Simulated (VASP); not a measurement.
# Yb (P6_3/mmc) in VASP: a series of runs

Yb is run at these levels: PBE; tasks: single point.

Everything below comes from runs of VASP 6.6.1. Logs are shortened: lines on timing, memory, paths and dates and some standing lists are left out, and cuts for length are marked.

## 1. The cell of the first run

The structure is hexagonal, space group P6_3/mmc (No. 194). Conventional cell: a = 3.684 Å, b = 3.684 Å, c = 6.046 Å, α = 90.00°, β = 90.00°, γ = 120.00°. Within 4.8 Å of Yb (site symmetry -6m2) lie 12 Yb at 3.68 to 3.70 Å.

This isn't the form of Yb at room conditions, which is fcc.

## 2. Single point, PBE

INCAR

```
ALGO     = Normal         # electronic algorithm
EDIFF    = 1E-6           # SCF threshold, eV
ENCUT    = 520            # plane-wave cutoff, eV
GGA      = PE             # functional
ISIF     = 2              # what is computed and relaxed
ISMEAR   = -1             # smearing method
LASPH    = True           # aspherical terms in the spheres
LCHARG   = True           # write CHGCAR
LELF     = True           # ELF
LREAL    = False          # projectors in reciprocal space
LVHAR    = True         
LWAVE    = False          # write WAVECAR
NBANDS   = 31             # bands
NELM     = 60             # most SCF steps
PREC     = Accurate       # precision mode
SIGMA    = 0.1            # smearing width, eV
```

KPOINTS

```
k-points
0
Gamma
  9 9 5
```

POSCAR

```
Yb
1.0
    3.6839024838      0.0000000000      0.0000000000
   -1.8419512419      3.1903531361      0.0000000000
    0.0000000000      0.0000000000      6.0464736261
Yb
2
Direct
    0.3333333333      0.6666666667      0.2500000000
    0.6666666667      0.3333333333      0.7500000000
```

Potentials or basis: VASP PAW PBE potentials, release 64 (Yb).

On the command line:

```
> cat potpaw_PBE.64/Yb/POTCAR > POTCAR
> mpirun -np 1 vasp_std > vasp.out
```

OUTCAR:

```text
EDIFF = 1E-6
   ENCUT = 520
   GGA = PE
   ISIF = 2
   ISMEAR = -1
   LASPH = True
   LREAL = False
   NELM = 60
   PREC = Accurate

 ion  position               nearest neighbor table
   1  0.333  0.667  0.250-   2 3.70   2 3.70   2 3.70   2 3.70   2 3.70   2 3.70
   2  0.667  0.333  0.750-   1 3.70   1 3.70   1 3.70   1 3.70   1 3.70   1 3.70

  LATTYP: Found a hexagonal cell.
 ALAT       =     3.6839024838
 C/A-ratio  =     1.6413229321

  Lattice vectors:

 A1 = (   3.6839024838,   0.0000000000,   0.0000000000)
 A2 = (  -1.8419512419,   3.1903531361,   0.0000000000)
 A3 = (   0.0000000000,   0.0000000000,   6.0464736261)

Analysis of symmetry for initial positions (statically):
=====================================================================
 Subroutine PRICEL returns:
 Original cell was already a primitive cell.

 Routine SETGRP: Setting up the symmetry group for a
 hexagonal supercell.

 Subroutine GETGRP returns: Found 24 space group operations
 (whereof 12 operations were pure point group operations)
 out of a pool of 24 trial point group operations.

The static configuration has the point symmetry D_3d.
 The point group associated with its full space group is D_6h.

Analysis of symmetry for dynamics (positions and initial velocities):
=====================================================================
 Subroutine PRICEL returns:
 Original cell was already a primitive cell.

 Routine SETGRP: Setting up the symmetry group for a
 hexagonal supercell.

 Subroutine GETGRP returns: Found 24 space group operations
 (whereof 12 operations were pure point group operations)
 out of a pool of 24 trial point group operations.

The dynamic configuration has the point symmetry D_3d.
 The point group associated with its full space group is D_6h.

 Subroutine INISYM returns: Found 24 space group operations
 (whereof 12 operations are pure point group operations),
 and found     1 'primitive' translations

----------------------------------------------------------------------------------------

                                     Primitive cell

  volume of cell :      71.0639

  direct lattice vectors                    reciprocal lattice vectors
     3.683902484  0.000000000  0.000000000     0.271451268  0.156722463  0.000000000
    -1.841951242  3.190353136  0.000000000     0.000000000  0.313444925  0.000000000
     0.000000000  0.000000000  6.046473626     0.000000000  0.000000000  0.165385655

  length of vectors
     3.683902484  3.683902484  6.046473626     0.313444925  0.313444925  0.165385655

  position of ions in fractional coordinates (direct lattice)
     0.333333333  0.666666667  0.250000000
     0.666666667  0.333333333  0.750000000

  ion indices of the primitive-cell ions
   primitive index   ion index
                 1           1
                 2           2

----------------------------------------------------------------------------------------

 KPOINTS: k-points

Automatic generation of k-mesh.
 Grid dimensions read from file:
 generate k-points for:    9    9    5

 Generating k-lattice:

  Cartesian coordinates                     Fractional coordinates (reciprocal lattice)
     0.030161252  0.017413607  0.000000000     0.111111111  0.000000000  0.000000000
     0.000000000  0.034827214  0.000000000     0.000000000  0.111111111  0.000000000
     0.000000000  0.000000000  0.033077131     0.000000000  0.000000000  0.200000000

  Length of vectors
     0.034827214  0.034827214  0.033077131

  Shift w.r.t. Gamma in fractional coordinates (k-lattice)
     0.000000000  0.000000000  0.000000000

 Subroutine IBZKPT returns following result:
 ===========================================

 Found     36 irreducible k-points:

 Following reciprocal coordinates:
            Coordinates               Weight
  0.000000  0.000000  0.000000      1.000000
  0.111111  0.000000  0.000000      6.000000
  0.222222  0.000000  0.000000      6.000000
  0.333333  0.000000  0.000000      6.000000
  0.444444  0.000000  0.000000      6.000000
  0.111111  0.111111  0.000000      6.000000
[... 16 lines left out ...]
  0.333333  0.222222  0.200000     24.000000
  0.333333  0.333333  0.200000      4.000000
 [... further k-points ...]
   k-points           NKPTS =     36   k-points in BZ     NKDIM =     36   number of bands    NBANDS=     31
   number of dos      NEDOS =    301   number of ions     NIONS =      2
   total plane-waves  NPLWV =  37632
   dimension x,y,z NGX =    28 NGY =   28 NGZ =   48
   dimension x,y,z NGXF=    56 NGYF=   56 NGZF=   96
   ions per type =               2
   NGX,Y,Z   is equivalent  to a cutoff of  12.64, 12.64, 13.20 a.u.
   NGXF,Y,Z  is equivalent  to a cutoff of  25.27, 25.27, 26.39 a.u.
 SYSTEM =  unknown system
   PREC   = accura    normal or accurate (medium, high low for compatibility)
   ISTART =      0    job   : 0-new  1-cont  2-samecut
   ICHARG =      2    charge: 1-file 2-atom 10-const
   ISPIN  =      1    spin polarized calculation?
   LNONCOLLINEAR =      F non collinear calculations
   LSORBIT =      F    spin-orbit coupling
   LASPH  =      T    aspherical Exc in radial PAW
   ENCUT  =  520.0 eV  38.22 Ry    6.18 a.u.   6.85  6.85 11.24*2*pi/ulx,y,z
   NELM   =     60;   NELMIN=  2; NELMDL= -5     # of ELM steps
   EDIFF  = 0.1E-05   stopping-criterion for ELM
   LREAL  =      F    real-space projection
   EDIFFG = 0.1E-04   stopping-criterion for IOM
   NSW    =      0    number of steps for IOM
   IBRION =     -1    ionic relax: 0-MD 1-quasi-New 2-CG
   NFREE  =      0    steps in history (QN), initial steepest desc. (CG)
   ISIF   =      2    stress and relaxation
   ISYM   =      2    0-nonsym 1-usesym 2-fastsym
   POTIM  = 0.5000    time-step for ionic-motion
   TEBEG  =    0.0;   TEEND  =   0.0 temperature during run
   PSTRESS=    0.0 pullay stress
   NELECT =      48.0000    total number of electrons
   NUPDOWN=      -1.0000    fix difference up-down
   EMIN   =  10.00;   EMAX   =-10.00  energy-range for DOS
   EFERMI =   0.00;   METHOD = LEGACY
   ISMEAR =    -1;   SIGMA  =   0.10  broadening in eV -4-tet -1-fermi 0-gaus
   EFERMI_NEDOS =   21; number of points for ismear=-14 and -15
   IALGO  =     38    algorithm
   IMIX   =      4    mixing-type and parameters
     AMIX     =   0.40;   BMIX     =  1.00
     AMIX_MAG =   1.60;   BMIX_MAG =  1.00
  volume/ion in A,a.u.               =      35.53       239.78
  Fermi-wavevector in a.u.,A,eV,Ry     =   1.436390  2.714383 28.071742  2.063215
  Thomas-Fermi vector in A             =   2.555583
   LORBIT       =      0    0 simple, 1 ext, 2 COOP (PROOUT), +10 PAW based schemes
   GGA     = PE    functional components
   LHFCALC =     F    Hartree Fock is set to
   AEXX    =    0.0000 exact exchange contribution
   IVDW    =     0    specifies the selected vdW correction
   LEPSILON=     F    determine dielectric tensor
   LRPA    =     F    only Hartree local field effects (RPA)
 non-spin polarized calculation
  energy-cutoff  :      520.00
  volume of cell :       71.06
 maximum number of plane-waves:      1941
 NGX is ok and might be reduce to    28
   NGX = 13   NGY = 13   NGZ = 23

 number of electron      48.0000014 magnetization

 Free energy of the ion-electron system (eV)
  ---------------------------------------------------
  ext. energy  EPLUGINS =         0.00000000
  ---------------------------------------------------
  free energy    TOTEN  =        -7.20369743 eV

  energy without entropy =       -7.00906752  energy(sigma->0) =       -7.10638248

 E-fermi :   1.6112     XC(G=0):  -9.4992

 val. band max:        1.5584317771   @ k =   0.4444   0.1111   0.0000
 cond. band min:       1.6168954974   @ k =   0.2222   0.1111   0.0000
 fundamental gap:      0.0584637203
 Fermi energy:         1.6111853635

 k-point     1 :       0.0000    0.0000    0.0000
  band No.  band energies     occupation
      1     -50.1942      2.00000
      2     -50.1774      2.00000
      3     -22.6979      2.00000
      4     -22.4018      2.00000
      5     -22.4018      2.00000
      6     -22.3555      2.00000
[... 23 lines left out ...]
     30       5.0179      0.00000
     31       5.7856      0.00000

 k-point     2 :       0.1111    0.0000    0.0000
  band No.  band energies     occupation
      1     -50.1924      2.00000
      2     -50.1764      2.00000
      3     -22.6843      2.00000
      4     -22.4337      2.00000
      5     -22.4117      2.00000
      6     -22.3886      2.00000
[... 23 lines left out ...]
     30       5.2776      0.00000
     31       5.3534      0.00000

 k-point     3 :       0.2222    0.0000    0.0000
  band No.  band energies     occupation
      1     -50.1876      2.00000
      2     -50.1742      2.00000
      3     -22.6471      2.00000
      4     -22.5147      2.00000
      5     -22.4700      2.00000
      6     -22.4360      2.00000
[... 23 lines left out ...]
     30       5.4081      0.00000
     31       5.4196      0.00000

 k-point     4 :       0.3333    0.0000    0.0000
  band No.  band energies     occupation
      1     -50.1818      2.00000
      2     -50.1721      2.00000
      3     -22.6071      2.00000
      4     -22.5966      2.00000
      5     -22.5586      2.00000
      6     -22.4626      2.00000
[... 23 lines left out ...]
     30       6.2214      0.00000
     31       6.5474      0.00000

 k-point     5 :       0.4444    0.0000    0.0000
  band No.  band energies     occupation
      1     -50.1775      2.00000
      2     -50.1713      2.00000
      3     -22.6672      2.00000
      4     -22.6146      2.00000
      5     -22.5523      2.00000
      6     -22.4795      2.00000
[... 23 lines left out ...]
     30       7.1861      0.00000
     31       7.9527      0.00000
[... 542 lines left out ...]
     30       6.8695      0.00000
     31       7.1458      0.00000

 k-point    22 :       0.2222    0.2222    0.2000
  band No.  band energies     occupation
      1     -50.1783      2.00000
      2     -50.1722      2.00000
      3     -22.6233      2.00000
      4     -22.6069      2.00000
      5     -22.5197      2.00000
      6     -22.4987      2.00000
[... 23 lines left out ...]
     30       6.1512      0.00000
     31       7.0116      0.00000

 k-point    23 :       0.3333    0.2222    0.2000
  band No.  band energies     occupation
      1     -50.1748      2.00000
      2     -50.1717      2.00000
      3     -22.6433      2.00000
      4     -22.6135      2.00000
      5     -22.5471      2.00000
      6     -22.4960      2.00000
[... 23 lines left out ...]
     30       6.5349      0.00000
     31       7.0629      0.00000

 k-point    24 :       0.3333    0.3333    0.2000
  band No.  band energies     occupation
      1     -50.1725      2.00000
      2     -50.1725      2.00000
      3     -22.6071      2.00000
      4     -22.5979      2.00000
      5     -22.5979      2.00000
      6     -22.5255      2.00000
[... 23 lines left out ...]
     30       6.7903      0.00000
     31       6.8590      0.00000

 [... further k-points ...]

------------------------ aborting loop because EDIFF is reached ----------------------------------------

  FORCE on cell =-STRESS in cart. coord.  units (eV):
  Direction    XX          YY          ZZ          XY          YZ          ZX
  --------------------------------------------------------------------------------------
  -------------------------------------------------------------------------------------
  Total       -0.3122053     -0.3122053     -0.2357982     -0.0000000      0.0000000      0.0000000
  in kB       -7.0388520     -7.0388520     -5.3162087     -0.0000000      0.0000000      0.0000000
  external PRESSURE =      -6.4646376 kB  Pullay stress =       0.0000000 kB

 VOLUME and BASIS-vectors are now :
 -----------------------------------------------------------------------------
  energy-cutoff  :      520.00
  volume of cell :       71.06
      direct lattice vectors                 reciprocal lattice vectors
     3.683902484  0.000000000  0.000000000     0.271451268  0.156722463  0.000000000
    -1.841951242  3.190353136  0.000000000     0.000000000  0.313444925  0.000000000
     0.000000000  0.000000000  6.046473626     0.000000000  0.000000000  0.165385655

 POSITION                                       TOTAL-FORCE (eV/Angst)
 -----------------------------------------------------------------------------------
     -0.00000      2.12690      1.51162         0.000000     -0.000000      0.000000
      1.84195      1.06345      4.53486        -0.000000      0.000000     -0.000000
 -----------------------------------------------------------------------------------
    total drift:                               -0.000000      0.000000     -0.000000

  FREE ENERGIE OF THE ION-ELECTRON SYSTEM (eV)
  ---------------------------------------------------
  free  energy   TOTEN  =        -7.2036974333 eV

  energy  without entropy=       -7.0090675225  energy(sigma->0) =       -7.10638248
```

It took 4.4 min on 1 thread of Intel Xeon 8259CL, shared host; peak memory 0.23 GiB.

Results:

| Item | Value |
| --- | --- |
| Free energy | -7.2037 eV |
| Pressure | -0.6 GPa |
| Band gap on the k mesh | zero (bands 24 and 25 overlap by 0.24 eV) |

Caveat: spin-orbit coupling is left out, which moves the levels of the heavy elements. Spin polarisation is off, so any magnetic state and its effect on volume and gap are missing.

## 3. Single point, PBE (31.27 Å³/atom)

This run uses another cell than the first one, of 31.27 Å³/atom.

INCAR

```
PREC = Accurate
ENCUT = 520
EDIFF = 1E-6
ISMEAR = -1
SIGMA = 0.1
LREAL = F
LASPH = T
NELM = 80
ALGO = Normal
ISIF = 2
LWAVE = F
LCHARG = F
GGA = PE
NBANDS = 31
```

KPOINTS

```
Automatic mesh
0
Gamma
  16 16 9
```

POSCAR

```
Yb
1.0
    3.5302247025      0.0000000000      0.0000000000
   -1.7651123512      3.0572642734      0.0000000000
    0.0000000000      0.0000000000      5.7942387594
Yb
2
Direct
    0.3333333333      0.6666666667      0.2500000000
    0.6666666667      0.3333333333      0.7500000000
```

Potentials or basis: VASP PAW PBE potentials, release 64 (Yb).

On the command line:

```
> cat potpaw_PBE.64/Yb/POTCAR > POTCAR
> mpirun -np 1 vasp_std > vasp.out
```

Wall time 17 min (1 thread of Intel Xeon 8259CL, shared host); peak memory 0.39 GiB.

Results (log left out):

- Free energy: -7.1430 eV
- Pressure: 2.2 GPa
- Band gap on the k mesh: zero (bands 24 and 25 overlap by 0.25 eV)

Stress tensor (GPa, compression positive):
```
2.16 0.00 0.00
0.00 2.16 0.00
0.00 0.00 2.31
```

Levels at points of the mesh, in eV from the Fermi level:
```tsv
k point	band 21	band 22	band 23	band 24	band 25	band 26	band 27	band 28
(0.00, 0.00, 0.00)	-0.45	-0.45	-0.43	-0.43	0.71	2.93	2.97	2.97
(0.50, 0.00, 0.00)	-0.46	-0.45	-0.44	-0.42	-0.22	0.30	1.95	2.74
```

Caveat: spin-orbit coupling is left out, which moves the levels of the heavy elements.

## 4. Single point, PBE (32.69 Å³/atom)

This run uses another cell than the first one, of 32.69 Å³/atom.

INCAR

```
SYSTEM = Yb
ALGO = Normal
EDIFF = 1E-6
ENCUT = 520
GGA = PE
ISIF = 2
ISMEAR = -1
LASPH = .True.
LCHARG = .False.
LREAL = .False.
LWAVE = .False.
NBANDS = 31
NELM = 60
PREC = Accurate
SIGMA = 0.1
```

KPOINTS

```
k-points
0
Gamma
  16 16 9
  0 0 0
```

POSCAR

```
Yb
1.0
    3.5829223926      0.0000000000      0.0000000000
   -1.7914611963      3.1029018118      0.0000000000
    0.0000000000      0.0000000000      5.8807326868
Yb
2
Direct
    0.3333333333      0.6666666667      0.2500000000
    0.6666666667      0.3333333333      0.7500000000
```

On the command line:

```
> cat potpaw_PBE.64/Yb/POTCAR > POTCAR
> mpirun -np 1 vasp_std > vasp.out
```

Run time: 11 min. Hardware: 1 thread of Intel Xeon 8259CL, shared host; peak memory 0.39 GiB.

The run converged. Its results:

```yaml
Free_energy: -7.1818 eV
Pressure: 17.4 GPa
Band_gap_on_the_k_mesh: zero (bands 24 and 25 overlap by 0.21 eV)
```

Stress tensor (GPa, compression positive):
```
16.98  0.00  0.00
 0.00 16.98  0.00
 0.00  0.00 18.25
```

Levels at points of the mesh, in eV from the Fermi level:
```
           k point  band 22  band 23  band 24  band 25  band 26  band 27
(0.00, 0.00, 0.00)    -0.44    -0.43    -0.43     0.57     2.87     2.91
(0.50, 0.00, 0.00)    -0.44    -0.44    -0.42    -0.19     0.24     1.86
```

Caveat: the cell stands under pressure; spin-orbit coupling is left out, which moves the levels of the heavy elements. Spin polarisation is off, so any magnetic state and its effect on volume and gap are missing.

## 5. Overview

| cell | k mesh | gap on the mesh (eV) | pressure (GPa) |
| --- | --- | --- | --- |
| a = 3.684, b = 3.684, c = 6.046 Å, angles 90.0, 90.0, 120.0°, 2 atoms | 9 × 9 × 5 | none | -0.6 |
| a = 3.530, b = 3.530, c = 5.794 Å, angles 90.0, 90.0, 120.0°, 2 atoms | 16 × 16 × 9 | none | 2.2 |
| a = 3.583, b = 3.583, c = 5.881 Å, angles 90.0, 90.0, 120.0°, 2 atoms | 16 × 16 × 9 | none | 17.4 |

Alike in all rows: task single point; level PBE; potentials or basis VASP PAW PBE potentials, release 64 (Yb); no spin polarisation; cutoff (eV) 520; smearing fermi-dirac 0.1 eV.

Caveats: spin-orbit coupling is left out, which moves the levels of the heavy elements; the cell stands under pressure (at least some runs).

Absolute energies hang on the potentials; compare differences alone.

The gap in the log of VASP goes by the Fermi energy; the results here count the filled bands.